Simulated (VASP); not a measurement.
# ZnIn2Cl4 (I4/mmm) in VASP: vibrations by perturbation theory with PBE

Aim: the vibrations by perturbation theory of ZnIn2Cl4 with PBE.

All numbers are computed with VASP 6.6.1; they aren't measurements. Logs are shortened: lines on timing, memory, paths and dates and some standing lists are left out, and cuts for length are marked.

### Step 1. The cell of the first run

Symmetry: I4/mmm, No. 139, tetragonal system. The conventional cell has a = 7.447 Å, b = 7.447 Å, c = 8.195 Å, α = 90.00°, β = 90.00°, γ = 90.00°. Zn (site symmetry 4/mmm) has 4 Cl at 2.36 Å within 3.1 Å. In (site symmetry -4m2) has 8 Cl at 3.35 Å and 2 In at 4.10 Å and 4 Zn at 4.25 Å within 4.4 Å. Cl (site symmetry m2m) has 1 Zn at 2.36 Å within 3.1 Å.

### Step 2. Vibrations by perturbation theory, PBE

INCAR

```
SYSTEM = ZnIn2Cl4
ALGO = Normal ; EDIFF = 1E-8
ENCUT = 520 ; GGA = PE
IBRION = 8 ; ISIF = 2
ISMEAR = 0 ; KPAR = 4
LASPH = .True. ; LCHARG = .False.
LEPSILON = .True. ; LREAL = .False.
LWAVE = .False. ; NBANDS = 42
NELM = 60 ; NSW = 1
PREC = Accurate ; SIGMA = 0.01
```

KPOINTS

```
k-points
0
Gamma
  6 6 6
  0 0 0
```

POSCAR

```
ZnIn2Cl4
1.0
   -3.7235788758      3.7235788758      4.0973257923
    3.7235788758     -3.7235788758      4.0973257923
    3.7235788758      3.7235788758     -4.0973257923
Zn In Cl
1 2 4
Direct
    0.0000000000      0.0000000000      0.0000000000
    0.7500000000      0.2500000000      0.5000000000
    0.2500000000      0.7500000000      0.5000000000
    0.2239733948      0.2239733948      0.4479467895
    0.2239733948      0.7760266052      0.0000000000
    0.7760266052      0.7760266052      0.5520532105
    0.7760266052      0.2239733948      0.0000000000
```

Potentials or basis: VASP PAW PBE potentials, release 64 (Zn, In_d, Cl).

Run with:

```
cat potpaw_PBE.64/Zn/POTCAR potpaw_PBE.64/In_d/POTCAR potpaw_PBE.64/Cl/POTCAR > POTCAR
mpirun -np 4 vasp_std > vasp.out
```

OUTCAR:

```text
SYSTEM = ZnIn2Cl4
   EDIFF = 1E-8
   ENCUT = 520
   GGA = PE
   IBRION = 8
   ISIF = 2
   ISMEAR = 0
   LASPH = .True.
   LEPSILON = .True.
   LREAL = .False.
   NELM = 60
   NSW = 1
   PREC = Accurate

 ion  position               nearest neighbor table
   1  0.000  0.000  0.000-   4 2.36   6 2.36   5 2.36   7 2.36
   2  0.750  0.250  0.500-
   3  0.250  0.750  0.500-
   4  0.224  0.224  0.448-   1 2.36
   5  0.224  0.776  0.000-   1 2.36
   6  0.776  0.776  0.552-   1 2.36
   7  0.776  0.224  0.000-   1 2.36

  LATTYP: Found a body centered tetragonal cell.
 ALAT       =     7.4471577516
 C/A-ratio  =     1.1003730360

  Lattice vectors:

 A1 = (  -3.7235788758,   3.7235788758,   4.0973257923)
 A2 = (   3.7235788758,  -3.7235788758,   4.0973257923)
[... 1434 lines left out ...]
  3X     0.159539   -0.000000    0.000000   -0.017947   -0.000000    0.000000   -0.390732   -0.000000    0.000000    0.062285    0.001999   -0.064312    0.062285   -0.001999    0.064312    0.062285    0.001999    0.064312    0.062285   -0.001999   -0.064312
  3Y     0.000000    0.159539    0.000000    0.000000   -0.017947    0.000000    0.000000   -0.390732    0.000000    0.001999    0.062285    0.064312   -0.001999    0.062285    0.064312    0.001999    0.062285   -0.064312   -0.001999    0.062285   -0.064312
  3Z    -0.000000    0.000000    0.028192    0.000000   -0.000000    0.479740    0.000000    0.000000   -0.406427    0.026897   -0.026897   -0.025376   -0.026897   -0.026897   -0.025376   -0.026897    0.026897   -0.025376    0.026897    0.026897   -0.025376
  4X     1.690516    1.580931    0.000000    0.071328    0.001028   -0.027030    0.071328    0.001028    0.027030   -3.335738   -1.515139    0.000000    1.913965   -0.520422    0.000000   -0.052837   -0.065991    0.000000   -0.358563    0.518565    0.000000
  4Y     1.580931    1.690516   -0.000000    0.001028    0.071328    0.027030    0.001028    0.071328   -0.027030   -1.515139   -3.335738    0.000000    0.518565   -0.358563    0.000000   -0.065991   -0.052837    0.000000   -0.520422    1.913965    0.000000
  4Z    -0.000000   -0.000000    0.612818    0.064002   -0.064002   -0.021398   -0.064002    0.064002   -0.021398    0.000000    0.000000   -0.229872    0.000000   -0.000000   -0.206878    0.000000    0.000000    0.073604   -0.000000    0.000000   -0.206878
  5X     1.690516   -1.580931    0.000000    0.071328   -0.001028    0.027030    0.071328   -0.001028   -0.027030    1.913965    0.520422    0.000000   -3.335738    1.515139    0.000000   -0.358563   -0.518565    0.000000   -0.052837    0.065991    0.000000
  5Y    -1.580931    1.690516    0.000000   -0.001028    0.071328    0.027030   -0.001028    0.071328   -0.027030   -0.518565   -0.358563    0.000000    1.515139   -3.335738    0.000000    0.520422    1.913965   -0.000000    0.065991   -0.052837    0.000000
  5Z    -0.000000    0.000000    0.612818   -0.064002   -0.064002   -0.021398    0.064002    0.064002   -0.021398    0.000000    0.000000   -0.206878    0.000000   -0.000000   -0.229872   -0.000000   -0.000000   -0.206878    0.000000    0.000000    0.073604
  6X     1.690516    1.580931    0.000000    0.071328    0.001028    0.027030    0.071328    0.001028   -0.027030   -0.052837   -0.065991    0.000000   -0.358563    0.518565    0.000000   -3.335738   -1.515139    0.000000    1.913965   -0.520422    0.000000
  6Y     1.580931    1.690516   -0.000000    0.001028    0.071328   -0.027030    0.001028    0.071328    0.027030   -0.065991   -0.052837    0.000000   -0.520422    1.913965    0.000000   -1.515139   -3.335738    0.000000    0.518565   -0.358563    0.000000
  6Z    -0.000000   -0.000000    0.612818   -0.064002    0.064002   -0.021398    0.064002   -0.064002   -0.021398    0.000000    0.000000    0.073604   -0.000000    0.000000   -0.206878    0.000000    0.000000   -0.229872    0.000000   -0.000000   -0.206878
  7X     1.690516   -1.580931    0.000000    0.071328   -0.001028   -0.027030    0.071328   -0.001028    0.027030   -0.358563   -0.518565    0.000000   -0.052837    0.065991    0.000000    1.913965    0.520422    0.000000   -3.335738    1.515139    0.000000
  7Y    -1.580931    1.690516    0.000000   -0.001028    0.071328   -0.027030   -0.001028    0.071328    0.027030    0.520422    1.913965   -0.000000    0.065991   -0.052837    0.000000   -0.518565   -0.358563    0.000000    1.515139   -3.335738    0.000000
  7Z    -0.000000    0.000000    0.612818    0.064002    0.064002   -0.021398   -0.064002   -0.064002   -0.021398   -0.000000   -0.000000   -0.206878    0.000000    0.000000    0.073604    0.000000    0.000000   -0.206878    0.000000   -0.000000   -0.229872

 Eigenvectors and eigenvalues of the dynamical matrix
 ----------------------------------------------------

   1 f  =    7.466844 THz    46.915567 2PiTHz  249.067122 cm-1    30.880374 meV
             X         Y         Z           dx          dy          dz
      0.000000  0.000000  0.000000     0.297418    0.541974    0.000000
     -0.000000  3.723579  2.048663    -0.000669   -0.001219    0.000000
      3.723579 -0.000000  2.048663    -0.000669   -0.001219    0.000000
      1.667965  1.667965  0.000000    -0.392399   -0.342682    0.000000
      2.055614 -2.055614  4.097326     0.192404   -0.021760    0.000000
      2.055614  2.055614  4.097326    -0.392399   -0.342682   -0.000000
     -2.055614  2.055614  4.097326     0.192404   -0.021760    0.000000
[... 191 lines left out ...]
  21 f/i=    1.332303 THz     8.371108 2PiTHz   44.440854 cm-1     5.509961 meV
             X         Y         Z           dx          dy          dz
      0.000000  0.000000  0.000000    -0.000000   -0.000000   -0.000000
     -0.000000  3.723579  2.048663    -0.000000    0.000000    0.000000
      3.723579 -0.000000  2.048663    -0.000000   -0.000000    0.000000
      1.667965  1.667965  0.000000    -0.000000   -0.000000   -0.500000
      2.055614 -2.055614  4.097326    -0.000000   -0.000000    0.500000
      2.055614  2.055614  4.097326    -0.000000   -0.000000   -0.500000
     -2.055614  2.055614  4.097326    -0.000000   -0.000000    0.500000

--------------------------------------------------------------------------------------------------------

 MACROSCOPIC STATIC DIELECTRIC TENSOR IONIC CONTRIBUTION
 ------------------------------------------------------
          16.178051    -0.000000     0.000000
          -0.000000    16.178051     0.000000
           0.000000     0.000000   160.355192
 ------------------------------------------------------

 ELASTIC MODULI CONTR FROM IONIC RELAXATION (kBar)
 Direction    XX          YY          ZZ          XY          YZ          ZX
 --------------------------------------------------------------------------------
 XX        -393.6437   -128.2672     12.0520      0.0000      0.0000      0.0000
 YY        -128.2672   -393.6437     12.0520      0.0000      0.0000     -0.0000
 ZZ          12.0520     12.0520     -0.5566     -0.0000     -0.0000     -0.0000
 XY           0.0000      0.0000     -0.0000     -3.3772     -0.0000     -0.0000
 YZ           0.0000      0.0000     -0.0000     -0.0000     -8.4153     -0.0000
 ZX           0.0000     -0.0000     -0.0000     -0.0000     -0.0000     -9.6280
 --------------------------------------------------------------------------------

 PIEZOELECTRIC TENSOR IONIC CONTR  for field in x, y, z        (C/m^2)
          XX          YY          ZZ          XY          YZ          ZX
  --------------------------------------------------------------------------------
  x     0.00000     0.00000    -0.00000     0.00000     0.00000     0.00000
  y    -0.00000     0.00000     0.00000     0.00000     0.00000     0.00000
  z     0.00000     0.00000    -0.00000    -0.00000    -0.00000     0.00000
```

OSZICAR:

```text
N       E                     dE             d eps       ncg     rms          rms(c)
DAV:   1     0.649358042943E+03    0.64936E+03   -0.29345E+04  2520   0.164E+03
DAV:   2     0.951086417798E+02   -0.55425E+03   -0.52583E+03  2656   0.405E+02
DAV:   3    -0.142745133053E+02   -0.10938E+03   -0.10598E+03  3208   0.178E+02
DAV:   4    -0.210083434156E+02   -0.67338E+01   -0.66897E+01  2870   0.474E+01
[... 285 lines left out ...]
RMM:   8    -0.204339385980E+00   -0.83873E-05   -0.33429E-07 10129   0.229E-03    0.228E-04
RMM:   9    -0.204336388744E+00    0.29972E-05   -0.28071E-07 10587   0.961E-04    0.970E-05
RMM:  10    -0.204337518723E+00   -0.11300E-05   -0.58963E-08 10591   0.458E-04    0.486E-05
RMM:  11    -0.204337262494E+00    0.25623E-06   -0.64959E-08 10492   0.213E-04    0.136E-05
RMM:  12    -0.204337257487E+00    0.50065E-08   -0.57097E-08 11164   0.118E-04    0.690E-06
 Linear response finished
```

Wall time 33 min (4 MPI ranks of Intel Xeon 6975P-C (Granite Rapids), shared host); peak memory 1.6 GiB.

What came out:

* Electronic dielectric tensor (diagonal): 3.82, 3.82, 3.71
* Born charges (mean of the diagonal): Zn +1.77; In +1.99; Cl -1.44 e
* Highest phonon frequency at Γ, LO-TO splitting left out: 249 cm⁻¹
* Most unstable mode: 44i cm⁻¹

Phonon frequencies in cm⁻¹ (negative: imaginary):
```
              q point                                                              frequencies
(0.000, 0.000, 0.000)  -44 -16 -2 -2 3 23 23 46 47 47 52 52 68 104 125 136 136 153 248 249 249
```

Electronic dielectric tensor:
```
3.82 0.00 0.00
0.00 3.82 0.00
0.00 0.00 3.71
```

Born effective charge tensors (e):
atom 1, Zn
```
2.42 0.00 0.00
0.00 2.42 0.00
0.00 0.00 0.47
```
atom 2, In
```
1.87 0.00 0.00
0.00 1.87 0.00
0.00 0.00 2.24
```
atom 3, In
```
1.87 0.00 0.00
0.00 1.87 0.00
0.00 0.00 2.24
```
atom 4, Cl
```
-1.54  0.33  0.00
 0.33 -1.54  0.00
 0.00  0.00 -1.24
```
atom 5, Cl
```
-1.54 -0.33  0.00
-0.33 -1.54  0.00
 0.00  0.00 -1.24
```
atom 6, Cl
```
-1.54  0.33  0.00
 0.33 -1.54  0.00
 0.00  0.00 -1.24
```
atom 7, Cl
```
-1.54 -0.33  0.00
-0.33 -1.54  0.00
 0.00  0.00 -1.24
```

Caveat: some modes are imaginary; spin-orbit coupling is left out, which moves the levels of the heavy elements.
